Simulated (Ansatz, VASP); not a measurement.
## One calculation of Be2TlSi2, two programs

```
CELL_PARAMETERS angstrom
-1.90488 1.90488 4.99795
1.90488 -1.90488 4.99795
1.90488 1.90488 -4.99795
ATOMIC_POSITIONS crystal
Be 0.25000 0.75000 0.50000
Be 0.75000 0.25000 0.50000
Tl 0.00000 0.00000 0.00000
Si 0.62600 0.62600 0.00000
Si 0.37400 0.37400 0.00000
```

Alike in both runs: task single point; functional PBE; k mesh 6 × 6 × 6; occupations gaussian, width 0.1 eV; no spin polarisation.

```csv
,VASP,Ansatz
version,VASP 6.6.1,Ansatz 0.2.0
potentials or method,"VASP PAW PBE potentials, release 64 (Be, Tl_d, Si), cutoff 520 eV","scalar-relativistic, plane waves, PAW"
valence electrons in the cell,25,25
```

|  | VASP | Ansatz | Ansatz less VASP |
| --- | --- | --- | --- |
| gap on the k mesh at the Fermi level (eV) | none | none | - |
| pressure (GPa) | 9.8 | 9.8 | 0.00 |
| traceless stress, the component that is largest in VASP (GPa) | -5.42 | -5.41 | +0.017 |
| rms of the force components (eV/Å) | 0.166 | 0.163 | -0.0032 |

Atom by atom the forces differ by 0.003 eV/Å (rms over components). A gap of «none» marks a metal or a gap that the smearing closes.

The k mesh is coarse, so the values compare programs but aren't converged. Neither program's run includes spin-orbit coupling.
